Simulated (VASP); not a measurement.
A run of VASP 6.6.1 is set up as follows.

Contents of INCAR:

```
SYSTEM = InP
PREC = Accurate ; ENCUT = 520
EDIFF = 1E-7 ; ISMEAR = 0
SIGMA = 0.05 ; LREAL = .FALSE.
LASPH = .TRUE. ; NELM = 60
ALGO = Normal ; ISIF = 2
LWAVE = .FALSE. ; LCHARG = .FALSE.
GGA = CA ; NBANDS = 16
```

The input KPOINTS:

```
Automatic mesh
0
G
  12 12 12
  0 0 0
```

Contents of POSCAR:

```
InP
1.0
    0.0000000000      3.0336553999      2.8552050823
    2.8552050823      0.0000000000      2.8552050823
    2.8552050823      3.0336553999      0.0000000000
In P
1 1
Direct
    0.0000000000      0.0000000000      0.0000000000
    0.7500000000      0.7500000000      0.7500000000
```

Potentials or basis: VASP PAW LDA potentials, release 64 (In_d, P).

Run with:

```console
$ cat potpaw_LDA.64/In_d/POTCAR potpaw_LDA.64/P/POTCAR > POTCAR
$ mpirun -np 1 vasp_std > vasp.out
```

**Question.** What does it give for the band gap on the k mesh?

**Answer.** 0.48 eV.

**Question.** Predict the pressure.

**Answer.** -0.1 GPa.

Stress tensor (GPa, compression positive):
```
 0.92  0.00  0.00
 0.00 -2.07  0.00
 0.00  0.00  0.92
```

Caveat: spin-orbit coupling is left out, which moves the levels of the heavy elements.
